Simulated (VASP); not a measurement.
Write the native input for VASP 6.6.1 that does the following.

* Task: single point
* Functional: PBE
* Potentials or basis: VASP PAW PBE potentials, release 64 (Ga_d, Si)
* Cutoff: 520 eV
* k mesh: 8 × 4 × 2
* Occupations: gaussian, width 0.2 eV
* Spin: no spin polarisation
* Dipole correction: no
* Further INCAR settings: ALGO = Normal; EDIFF = 1e-06; NBANDS = 44

The structure of GaSi lies in POSCAR:

```
GaSi
1.0
    2.6064391292      0.0000000000      0.0000000000
    0.0000000000      5.2128782584      0.0000000000
    0.0000000000      0.0000000000     10.4758838185
Ga Si
4 4
Direct
    0.5000000000      0.2500000000      0.2500000000
    0.5000000000      0.2500000000      0.7500000000
    0.5000000000      0.7500000000      0.2500000000
    0.5000000000      0.7500000000      0.7500000000
    0.5000000000      0.2500000000      0.5000000000
    0.5000000000      0.2500000000      1.0000000000
    0.5000000000      0.7500000000      0.5000000000
    0.5000000000      0.7500000000      1.0000000000
```

These files were run (other wordings do the same):

INCAR

```
ALGO = Normal
EDIFF = 1E-6
ENCUT = 520
GGA = PE
ISIF = 2
ISMEAR = 0
LASPH = True
LCHARG = True
LELF = True
LREAL = False
LVHAR = True
LWAVE = False
NBANDS = 44
NELM = 100
PREC = Accurate
SIGMA = 0.2
```

KPOINTS

```
k-points
0
Gamma
  8 4 2
```

Potentials or basis: VASP PAW PBE potentials, release 64 (Ga_d, Si).

Launch:

```console
$ cat potpaw_PBE.64/Ga_d/POTCAR potpaw_PBE.64/Si/POTCAR > POTCAR
$ mpirun -np 1 vasp_std > vasp.out
```

It gave:

| Item | Value |
| --- | --- |
| Pressure | 0.2 GPa |
| Band gap on the k mesh | zero (bands 34 and 35 overlap by 2.44 eV) |

Wall time 5.7 min on 1 thread of Intel Xeon 8259CL (shared host), peak memory 0.32 GiB.
